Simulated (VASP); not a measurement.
Set up this calculation in VASP 6.6.1, as the native input.

```
Task                   : single point
Functional             : PBE
Potentials or basis    : VASP PAW PBE potentials, release 64 (Ti_sv, B)
Cutoff                 : 520 eV
k mesh                 : 18 × 18 × 14
Occupations            : gaussian, width 0.15 eV
Spin                   : no spin polarisation
Dipole correction      : no
Further INCAR settings : ALGO = Normal; EDIFF = 1e-07; NBANDS = 16
```

The structure of TiB2 lies in POSCAR:

```
TiB2
1.0
    3.0318048529      0.0000000000      0.0000000000
   -1.5159024265      2.5993638217      0.0000000000
    0.0000000000      0.0000000000      3.2242295241
Ti B
1 2
Direct
    0.0000000000      0.0000000000      0.0000000000
    0.3333333333      0.6666666667      0.5000000000
    0.6666666667      0.3333333333      0.5000000000
```

This cell differs from its parent crystal: strain -0.0100 x Voigt [0, 1, 0, 0, 0, 0].

The input as run:

INCAR

```
PREC = Accurate
ENCUT = 520
EDIFF = 1E-7
ISMEAR = 0
SIGMA = 0.15
LREAL = False
LASPH = True
NELM = 80
ALGO = Normal
ISIF = 2
LWAVE = False
LCHARG = False
GGA = PE
NBANDS = 16
```

KPOINTS

```
regular mesh
0
Gamma
  18 18 14
```

Potentials or basis: VASP PAW PBE potentials, release 64 (Ti_sv, B).

Launch:

```bash
$ cat potpaw_PBE.64/Ti_sv/POTCAR potpaw_PBE.64/B/POTCAR > POTCAR
$ mpirun -np 1 vasp_std > vasp.out
```

It gave:

| Item | Value |
| --- | --- |
| Pressure | 3.1 GPa |
| Largest force | 0.038 eV/Å |
| Band gap on the k mesh | zero (bands 9 and 10 overlap by 0.64 eV) |

Caveat: the cell differs from its parent crystal (strain -0.0100 x Voigt [0, 1, 0, 0, 0, 0]); the cell stands under pressure.

Run time: 81 s on 1 thread of Intel(R) Xeon(R) 6975P-C (Granite Rapids), on a shared host, peak memory 0.38 GiB.
